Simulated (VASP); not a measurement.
The system is ZnSe.

```
Se Zn
1.0
     0.00000    2.83380    2.83380
     2.83380    0.00000    2.83380
     2.83380    2.83380    0.00000
Se Zn
1 1
Direct
  0.75000 0.75000 0.75000
  0.00000 0.00000 0.00000
```

Base run:

```yaml
Program: VASP 6.6.1
Functional: PBE0
Potentials_or_basis: VASP PAW PBE potentials, release 64 (Se, Zn)
Cutoff: 520 eV
k_mesh: 6 × 6 × 6
Occupations: gaussian, width 0.02 eV
Spin: no spin polarisation
```

Its results: band gap on the k mesh 3.04 eV; pressure 1.0 GPa.

Task: The run is repeated on the same cell with these changes: functional from PBE0 to HSE03. What comes out?

Result: Band gap on the k mesh 2.22 eV; pressure 1.4 GPa.

Caveats: the PAW data sets were made with another functional, which shifts forces and pressure a little.
